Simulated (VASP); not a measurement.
Sc: single point with LDA

Sc, a slab with vacuum:

```xyz
3
Lattice="3.1961 0.0000 0.0000 1.5981 2.7679 0.0000 0.0000 0.0000 21.2192" Properties=species:S:1:pos:R:3 pbc="T T T"
Sc    0.0000    0.0000    8.0000
Sc    1.5981    0.9226   10.6096
Sc    3.1961    1.8453   13.2192
```

| Quantity | Value |
| --- | --- |
| Program | VASP 6.6.1 |
| Task | single point |
| Functional | LDA |
| Potentials or basis | VASP PAW LDA potentials, release 64 (Sc_sv) |
| Cutoff | 520 eV |
| k mesh | 6 × 6 × 1 |
| Occupations | gaussian, width 0.1 eV |
| Spin | no spin polarisation |
| Dipole correction | yes |
| Further INCAR settings | ALGO = Normal; EDIFF = 1e-06; NBANDS = 24 |

The largest force is 0.266 eV/Å and the band gap on the k mesh is zero (an odd number of electrons rules out a gap without spin polarisation).

Forces in eV/Å, atoms in the order of the input:
```
Sc   0.000  0.000  0.266
Sc   0.000  0.000  0.000
Sc   0.000  0.000 -0.266
```

Levels at points of the mesh, in eV from the Fermi level:
| k point | band 13 | band 14 | band 15 | band 16 | band 17 | band 18 | band 19 | band 20 | band 21 | band 22 |
| --- | --- | --- | --- | --- | --- | --- | --- | --- | --- | --- |
| (0.00, 0.00, 0.00) | -4.79 | -3.77 | -2.44 | 0.01 | 0.08 | 0.55 | 1.25 | 1.41 | 1.41 | 1.54 |
| (0.50, 0.00, 0.00) | -1.53 | -1.43 | -1.18 | -0.59 | -0.28 | 0.61 | 0.70 | 1.30 | 1.35 | 1.71 |

Run time: 87 s on 1 thread of Intel Xeon 8259CL, with other jobs on the host, peak memory 0.23 GiB.

Caveat: the k points lie up to 0.38 Å⁻¹ apart, too coarse for converged energies and pressures of a metal.
